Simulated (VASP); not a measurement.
# ZrN (Fm-3m) in VASP: notebook

The runs below take ZrN through single point, with PBE.

Everything below comes from runs of VASP 6.6.1. Logs are shortened: lines on timing, memory, paths and dates and some standing lists are left out, and cuts for length are marked.

**1. The cell of the first run**

The structure is cubic, space group Fm-3m (No. 225). The conventional cell has a = 4.475 Å, b = 4.475 Å, c = 4.475 Å, α = 90.00°, β = 90.00°, γ = 90.00°. Zr (site symmetry m-3m) has 6 N at 2.24 Å within 3.0 Å. Within 3.0 Å of N (site symmetry m-3m) lie 6 Zr at 2.24 Å.

**2. Single point, PBE (volume scaled by 0.94)**

Contents of INCAR:

```
SYSTEM = ZrN
ALGO = Normal
EDIFF = 1E-6
ENCUT = 600
GGA = PE
GGA_COMPAT = .False.
ISIF = 2
ISMEAR = -1
LASPH = .True.
LCHARG = .False.
LREAL = .False.
LWAVE = .False.
NBANDS = 16
NELM = 120
PREC = Accurate
SIGMA = 0.01
```

Contents of KPOINTS:

```
k-points
0
Gamma
  9 9 9
  0 0 0
```

Contents of POSCAR:

```
ZrN
1.0
    0.0000000000      2.2375999771      2.2375999771
    2.2375999771      0.0000000000      2.2375999771
    2.2375999771      2.2375999771      0.0000000000
Zr N
1 1
Direct
    0.0000000000      0.0000000000      0.0000000000
    0.5000000000      0.5000000000      0.5000000000
```

Potentials or basis: VASP PAW PBE potentials, release 64 (Zr_sv, N).

On the command line:

```console
> cat potpaw_PBE.64/Zr_sv/POTCAR potpaw_PBE.64/N/POTCAR > POTCAR
> mpirun -np 1 vasp_std > vasp.out
```

OUTCAR:

```text
SYSTEM = ZrN
   EDIFF = 1E-6
   ENCUT = 600
   GGA = PE
   ISIF = 2
   ISMEAR = -1
   LASPH = .True.
   LREAL = .False.
   NELM = 120
   PREC = Accurate

 ion  position               nearest neighbor table
   1  0.000  0.000  0.000-   2 2.24   2 2.24   2 2.24   2 2.24   2 2.24   2 2.24
   2  0.500  0.500  0.500-   1 2.24   1 2.24   1 2.24   1 2.24   1 2.24   1 2.24

  LATTYP: Found a face centered cubic cell.
 ALAT       =     4.4751999542

  Lattice vectors:

 A1 = (   0.0000000000,   2.2375999771,   2.2375999771)
 A2 = (   2.2375999771,   0.0000000000,   2.2375999771)
 A3 = (   2.2375999771,   2.2375999771,   0.0000000000)

Analysis of symmetry for initial positions (statically):
=====================================================================
 Subroutine PRICEL returns:
 Original cell was already a primitive cell.

 Routine SETGRP: Setting up the symmetry group for a
 face centered cubic supercell.

 Subroutine GETGRP returns: Found 48 space group operations
 (whereof 48 operations were pure point group operations)
 out of a pool of 48 trial point group operations.

The static configuration has the point symmetry O_h .

Analysis of symmetry for dynamics (positions and initial velocities):
=====================================================================
 Subroutine PRICEL returns:
 Original cell was already a primitive cell.

 Routine SETGRP: Setting up the symmetry group for a
 face centered cubic supercell.

 Subroutine GETGRP returns: Found 48 space group operations
 (whereof 48 operations were pure point group operations)
 out of a pool of 48 trial point group operations.

The dynamic configuration has the point symmetry O_h .

 Subroutine INISYM returns: Found 48 space group operations
 (whereof 48 operations are pure point group operations),
 and found     1 'primitive' translations

----------------------------------------------------------------------------------------

                                     Primitive cell

  volume of cell :      22.4067

  direct lattice vectors                    reciprocal lattice vectors
     0.000000000  2.237599977  2.237599977    -0.223453703  0.223453703  0.223453703
     2.237599977  0.000000000  2.237599977     0.223453703 -0.223453703  0.223453703
     2.237599977  2.237599977  0.000000000     0.223453703  0.223453703 -0.223453703

  length of vectors
     3.164444235  3.164444235  3.164444235     0.387033166  0.387033166  0.387033166

  position of ions in fractional coordinates (direct lattice)
     0.000000000  0.000000000  0.000000000
     0.500000000  0.500000000  0.500000000

  ion indices of the primitive-cell ions
   primitive index   ion index
                 1           1
                 2           2

----------------------------------------------------------------------------------------

 KPOINTS: k-points

Automatic generation of k-mesh.
 Grid dimensions read from file:
 generate k-points for:    9    9    9

 Generating k-lattice:

  Cartesian coordinates                     Fractional coordinates (reciprocal lattice)
    -0.024828189  0.024828189  0.024828189     0.111111111  0.000000000  0.000000000
     0.024828189 -0.024828189  0.024828189     0.000000000  0.111111111  0.000000000
     0.024828189  0.024828189 -0.024828189     0.000000000  0.000000000  0.111111111

  Length of vectors
     0.043003685  0.043003685  0.043003685

  Shift w.r.t. Gamma in fractional coordinates (k-lattice)
     0.000000000  0.000000000  0.000000000

 Subroutine IBZKPT returns following result:
 ===========================================

 Found     35 irreducible k-points:

 Following reciprocal coordinates:
            Coordinates               Weight
  0.000000  0.000000  0.000000      1.000000
  0.111111  0.000000  0.000000      8.000000
  0.222222  0.000000  0.000000      8.000000
  0.333333  0.000000  0.000000      8.000000
  0.444444  0.000000  0.000000      8.000000
  0.111111  0.111111  0.000000      6.000000
[... 16 lines left out ...]
 -0.333333  0.333333  0.000000     12.000000
  0.444444  0.444444  0.000000      6.000000
 [... further k-points ...]
   k-points           NKPTS =     35   k-points in BZ     NKDIM =     35   number of bands    NBANDS=     16
   number of dos      NEDOS =    301   number of ions     NIONS =      2
   total plane-waves  NPLWV =  21952
   dimension x,y,z NGX =    28 NGY =   28 NGZ =   28
   dimension x,y,z NGXF=    56 NGYF=   56 NGZF=   56
   ions per type =               1   1
   NGX,Y,Z   is equivalent  to a cutoff of  14.71, 14.71, 14.71 a.u.
   NGXF,Y,Z  is equivalent  to a cutoff of  29.42, 29.42, 29.42 a.u.
 SYSTEM =  ZrN
   PREC   = accura    normal or accurate (medium, high low for compatibility)
   ISTART =      0    job   : 0-new  1-cont  2-samecut
   ICHARG =      2    charge: 1-file 2-atom 10-const
   ISPIN  =      1    spin polarized calculation?
   LNONCOLLINEAR =      F non collinear calculations
   LSORBIT =      F    spin-orbit coupling
   LASPH  =      T    aspherical Exc in radial PAW
   ENCUT  =  600.0 eV  44.10 Ry    6.64 a.u.   6.32  6.32  6.32*2*pi/ulx,y,z
   NELM   =    120;   NELMIN=  2; NELMDL= -5     # of ELM steps
   EDIFF  = 0.1E-05   stopping-criterion for ELM
   LREAL  =      F    real-space projection
   EDIFFG = 0.1E-04   stopping-criterion for IOM
   NSW    =      0    number of steps for IOM
   IBRION =     -1    ionic relax: 0-MD 1-quasi-New 2-CG
   NFREE  =      0    steps in history (QN), initial steepest desc. (CG)
   ISIF   =      2    stress and relaxation
   ISYM   =      2    0-nonsym 1-usesym 2-fastsym
   POTIM  = 0.5000    time-step for ionic-motion
   TEBEG  =    0.0;   TEEND  =   0.0 temperature during run
   PSTRESS=    0.0 pullay stress
   NELECT =      17.0000    total number of electrons
   NUPDOWN=      -1.0000    fix difference up-down
   EMIN   =  10.00;   EMAX   =-10.00  energy-range for DOS
   EFERMI =   0.00;   METHOD = LEGACY
   ISMEAR =    -1;   SIGMA  =   0.01  broadening in eV -4-tet -1-fermi 0-gaus
   EFERMI_NEDOS =   21; number of points for ismear=-14 and -15
   IALGO  =     38    algorithm
   IMIX   =      4    mixing-type and parameters
     AMIX     =   0.40;   BMIX     =  1.00
     AMIX_MAG =   1.60;   BMIX_MAG =  1.00
  volume/ion in A,a.u.               =      11.20        75.60
  Fermi-wavevector in a.u.,A,eV,Ry     =   1.493134  2.821614 30.333484  2.229448
  Thomas-Fermi vector in A             =   2.605573
   LORBIT       =      0    0 simple, 1 ext, 2 COOP (PROOUT), +10 PAW based schemes
   GGA     = PE    functional components
   LHFCALC =     F    Hartree Fock is set to
   AEXX    =    0.0000 exact exchange contribution
   IVDW    =     0    specifies the selected vdW correction
   LEPSILON=     F    determine dielectric tensor
   LRPA    =     F    only Hartree local field effects (RPA)
 non-spin polarized calculation
  energy-cutoff  :      600.00
  volume of cell :       22.41
 maximum number of plane-waves:       759
 NGX is ok and might be reduce to    28
   NGX = 13   NGY = 13   NGZ = 13

 number of electron      17.0000000 magnetization

 Free energy of the ion-electron system (eV)
  ---------------------------------------------------
  ext. energy  EPLUGINS =         0.00000000
  ---------------------------------------------------
  free energy    TOTEN  =       -20.24492374 eV

  energy without entropy =      -20.24391136  energy(sigma->0) =      -20.24441755

 E-fermi :  12.9016     XC(G=0): -12.8899

 val. band max:       12.8834420283   @ k =   0.1111   0.0000   0.0000
 cond. band min:      12.9088266333   @ k =   0.4444   0.2222   0.1111
 fundamental gap:      0.0253846050
 Fermi energy:        12.9016489116

 k-point     1 :       0.0000    0.0000    0.0000
  band No.  band energies     occupation
      1     -36.4683      2.00000
      2     -14.0034      2.00000
      3     -14.0034      2.00000
      4     -14.0034      2.00000
      5      -3.6501      2.00000
      6      10.1696      2.00000
[... 8 lines left out ...]
     15      22.2010      0.00000
     16      36.8186      0.00000

 k-point     2 :       0.1111    0.0000    0.0000
  band No.  band energies     occupation
      1     -36.4459      2.00000
      2     -14.2033      2.00000
      3     -14.0171      2.00000
      4     -14.0171      2.00000
      5      -3.3575      2.00000
      6       9.1952      2.00000
[... 8 lines left out ...]
     15      23.0969      0.00000
     16      34.3459      0.00000

 k-point     3 :       0.2222    0.0000    0.0000
  band No.  band energies     occupation
      1     -36.3885      2.00000
      2     -14.6753      2.00000
      3     -14.0515      2.00000
      4     -14.0515      2.00000
      5      -2.6264      2.00000
      6       7.4895      2.00000
[... 8 lines left out ...]
     15      25.0964      0.00000
     16      31.7270      0.00000

 k-point     4 :       0.3333    0.0000    0.0000
  band No.  band energies     occupation
      1     -36.3223      2.00000
      2     -15.1651      2.00000
      3     -14.0900      2.00000
      4     -14.0900      2.00000
      5      -1.7766      2.00000
      6       5.9648      2.00000
[... 8 lines left out ...]
     15      26.2604      0.00000
     16      28.4789      0.00000

 k-point     5 :       0.4444    0.0000    0.0000
  band No.  band energies     occupation
      1     -36.2786      2.00000
      2     -15.4638      2.00000
      3     -14.1148      2.00000
      4     -14.1148      2.00000
      5      -1.1760      2.00000
      6       5.0334      2.00000
[... 8 lines left out ...]
     15      26.1034      0.00000
     16      26.1034      0.00000

 k-point     6 :       0.1111    0.1111    0.0000
  band No.  band energies     occupation
      1     -36.4384      2.00000
      2     -14.1935      2.00000
      3     -14.0579      2.00000
      4     -14.0579      2.00000
      5      -3.2884      2.00000
      6       8.4486      2.00000
[... 8 lines left out ...]
     15      23.3798      0.00000
     16      34.0059      0.00000

 k-point     7 :       0.2222    0.1111    0.0000
  band No.  band energies     occupation
      1     -36.3928      2.00000
      2     -14.5390      2.00000
      3     -14.1128      2.00000
      4     -14.0837      2.00000
      5      -2.7873      2.00000
      6       7.3119      2.00000
[... 8 lines left out ...]
     15      25.0346      0.00000
     16      31.3551      0.00000

 k-point     8 :       0.3333    0.1111    0.0000
  band No.  band energies     occupation
      1     -36.3296      2.00000
      2     -14.9969      2.00000
      3     -14.1560      2.00000
      4     -14.1302      2.00000
      5      -2.1030      2.00000
      6       6.3096      2.00000
[... 8 lines left out ...]
     15      26.3303      0.00000
     16      28.6932      0.00000

 k-point     9 :       0.4444    0.1111    0.0000
  band No.  band energies     occupation
      1     -36.2783      2.00000
      2     -15.3377      2.00000
      3     -14.1932      2.00000
      4     -14.1677      2.00000
      5      -1.5305      2.00000
      6       5.5297      2.00000
[... 8 lines left out ...]
     15      26.2187      0.00000
     16      26.5861      0.00000
[... 172 lines left out ...]
 k-point    19 :      -0.2222    0.2222    0.0000
  band No.  band energies     occupation
      1     -36.2986      2.00000
      2     -15.0251      2.00000
      3     -14.4375      2.00000
      4     -14.0845      2.00000
      5      -1.9014      2.00000
      6       6.0398      2.00000
[... 8 lines left out ...]
     15      26.5366      0.00000
     16      26.5655      0.00000

 k-point    20 :       0.3333    0.3333    0.0000
  band No.  band energies     occupation
      1     -36.2755      2.00000
      2     -14.9670      2.00000
      3     -14.3471      2.00000
      4     -14.3471      2.00000
      5      -2.7590      2.00000
      6       7.0371      2.00000
[... 8 lines left out ...]
     15      27.5374      0.00000
     16      29.2705      0.00000

 k-point    21 :       0.4444    0.3333    0.0000
  band No.  band energies     occupation
      1     -36.2391      2.00000
      2     -15.0884      2.00000
      3     -14.4633      2.00000
      4     -14.3838      2.00000
      5      -2.8046      2.00000
      6       7.5296      2.00000
[... 8 lines left out ...]
     15      25.4733      0.00000
     16      28.8171      0.00000

 k-point    22 :      -0.4444    0.3333    0.0000
  band No.  band energies     occupation
      1     -36.2192      2.00000
      2     -15.0728      2.00000
      3     -14.6916      2.00000
      4     -14.3518      2.00000
      5      -2.5720      2.00000
      6       7.3684      2.00000
[... 8 lines left out ...]
     15      24.7364      0.00000
     16      27.7064      0.00000

 k-point    23 :      -0.3333    0.3333    0.0000
  band No.  band energies     occupation
      1     -36.2253      2.00000
      2     -14.9894      2.00000
      3     -14.8516      2.00000
      4     -14.2652      2.00000
      5      -2.1580      2.00000
      6       6.5371      2.00000
[... 8 lines left out ...]
     15      24.9420      0.00000
     16      25.4152      0.00000

 k-point    24 :       0.4444    0.4444    0.0000
  band No.  band energies     occupation
      1     -36.2184      2.00000
      2     -15.1610      2.00000
      3     -14.4454      2.00000
      4     -14.4454      2.00000
      5      -3.1394      2.00000
      6       8.2075      2.00000
[... 8 lines left out ...]
     15      24.4364      0.00000
     16      29.5364      0.00000

 [... further k-points ...]
[... 5 lines left out ...]
  --------------------------------------------------------------------------------------
  -------------------------------------------------------------------------------------
  Total        3.2978770      3.2978770      3.2978770      0.0000000     -0.0000000     -0.0000000
  in kB      235.8129762    235.8129762    235.8129762      0.0000000     -0.0000000     -0.0000000
  external PRESSURE =     235.8129762 kB  Pullay stress =       0.0000000 kB

 VOLUME and BASIS-vectors are now :
 -----------------------------------------------------------------------------
  energy-cutoff  :      600.00
  volume of cell :       22.41
      direct lattice vectors                 reciprocal lattice vectors
     0.000000000  2.237599977  2.237599977    -0.223453703  0.223453703  0.223453703
     2.237599977  0.000000000  2.237599977     0.223453703 -0.223453703  0.223453703
     2.237599977  2.237599977  0.000000000     0.223453703  0.223453703 -0.223453703

 POSITION                                       TOTAL-FORCE (eV/Angst)
 -----------------------------------------------------------------------------------
      0.00000      0.00000      0.00000         0.000000     -0.000000      0.000000
      2.23760      2.23760      2.23760        -0.000000      0.000000     -0.000000
 -----------------------------------------------------------------------------------
    total drift:                                0.000000      0.000000      0.000000

  FREE ENERGIE OF THE ION-ELECTRON SYSTEM (eV)
  ---------------------------------------------------
  free  energy   TOTEN  =       -20.2449237395 eV

  energy  without entropy=      -20.2439113577  energy(sigma->0) =      -20.24441755
```

It took 29 s on 1 thread of Intel Xeon 8259CL, shared host; peak memory 0.16 GiB.

What came out:

```yaml
Free_energy: -20.2449 eV
Pressure: 23.6 GPa
```

**3. Single point, PBE (volume scaled by 0.96)**

Contents of INCAR:

```
SYSTEM = ZrN
PREC     = Accurate       ! precision mode
ENCUT    = 600            ! plane-wave cutoff, eV
EDIFF    = 1E-6           ! SCF threshold, eV
ISMEAR   = -1             ! smearing method
SIGMA    = 0.01           ! smearing width, eV
LREAL    = .False.        ! projectors in reciprocal space
LASPH    = .True.         ! aspherical terms in the spheres
NELM     = 120            ! most SCF steps
ALGO     = Normal         ! electronic algorithm
ISIF     = 2              ! what is computed and relaxed
LWAVE    = .False.        ! write WAVECAR
LCHARG   = .False.        ! write CHGCAR
GGA      = PE             ! functional
NBANDS   = 16             ! bands
GGA_COMPAT= .False.
```

Contents of KPOINTS:

```
regular mesh
0
Gamma
  9 9 9
  0 0 0
```

Contents of POSCAR:

```
ZrN
1.0
    0.0000000000      2.2533582426      2.2533582426
    2.2533582426      0.0000000000      2.2533582426
    2.2533582426      2.2533582426      0.0000000000
Zr N
1 1
Direct
    0.0000000000      0.0000000000      0.0000000000
    0.5000000000      0.5000000000      0.5000000000
```

Potentials or basis: VASP PAW PBE potentials, release 64 (Zr_sv, N).

On the command line:

```console
> cat potpaw_PBE.64/Zr_sv/POTCAR potpaw_PBE.64/N/POTCAR > POTCAR
> mpirun -np 1 vasp_std > vasp.out
```

OUTCAR:

```text
SYSTEM = ZrN
   PREC = Accurate
   ENCUT = 600
   EDIFF = 1E-6
   ISMEAR = -1
   LREAL = .False.
   LASPH = .True.
   NELM = 120
   ISIF = 2
   GGA = PE

 ion  position               nearest neighbor table
   1  0.000  0.000  0.000-   2 2.25   2 2.25   2 2.25   2 2.25   2 2.25   2 2.25
   2  0.500  0.500  0.500-   1 2.25   1 2.25   1 2.25   1 2.25   1 2.25   1 2.25

  LATTYP: Found a face centered cubic cell.
 ALAT       =     4.5067164852

  Lattice vectors:

[... 641 lines left out ...]
 [... further k-points ...]

------------------------ aborting loop because EDIFF is reached ----------------------------------------

  FORCE on cell =-STRESS in cart. coord.  units (eV):
  Direction    XX          YY          ZZ          XY          YZ          ZX
  --------------------------------------------------------------------------------------
  -------------------------------------------------------------------------------------
  Total        2.3676811      2.3676811      2.3676811     -0.0000000     -0.0000000     -0.0000000
  in kB      165.7727241    165.7727241    165.7727241     -0.0000000     -0.0000000     -0.0000000
  external PRESSURE =     165.7727241 kB  Pullay stress =       0.0000000 kB

 VOLUME and BASIS-vectors are now :
 -----------------------------------------------------------------------------
  energy-cutoff  :      600.00
  volume of cell :       22.88
      direct lattice vectors                 reciprocal lattice vectors
     0.000000000  2.253358243  2.253358243    -0.221891038  0.221891038  0.221891038
     2.253358243  0.000000000  2.253358243     0.221891038 -0.221891038  0.221891038
     2.253358243  2.253358243  0.000000000     0.221891038  0.221891038 -0.221891038

 POSITION                                       TOTAL-FORCE (eV/Angst)
 -----------------------------------------------------------------------------------
      0.00000      0.00000      0.00000         0.000000      0.000000      0.000000
      2.25336      2.25336      2.25336        -0.000000     -0.000000     -0.000000
 -----------------------------------------------------------------------------------
    total drift:                                0.000000      0.000000      0.000000

  FREE ENERGIE OF THE ION-ELECTRON SYSTEM (eV)
  ---------------------------------------------------
  free  energy   TOTEN  =       -20.3052601548 eV

  energy  without entropy=      -20.3042546801  energy(sigma->0) =      -20.30475742
```

stdout:

```text
POSCAR found type information on POSCAR ZrN
 POSCAR found :  2 types and       2 ions
 scaLAPACK will be used
 LDA part: xc-table for (Slater+PW92), standard interpolation
 POSCAR, INCAR and KPOINTS ok, starting setup
 FFT: planning ... GRIDC
 FFT: planning ... GRID_SOFT
 FFT: planning ... GRID
 WAVECAR not read
 entering main loop
```

Run time: 32 s. Hardware: 1 thread of Intel Xeon 8259CL, shared host; peak memory 0.16 GiB.

Results:

```yaml
Free_energy: -20.3053 eV
Pressure: 16.6 GPa
```

Levels at points of the mesh, in eV from the Fermi level:
| k point | band 5 | band 6 | band 7 | band 8 | band 9 | band 10 | band 11 | band 12 | band 13 | band 14 |
| --- | --- | --- | --- | --- | --- | --- | --- | --- | --- | --- |
| (0.00, 0.00, 0.00) | -16.47 | -2.71 | -2.71 | -2.71 | -0.39 | -0.39 | -0.39 | 1.73 | 1.73 | 3.40 |
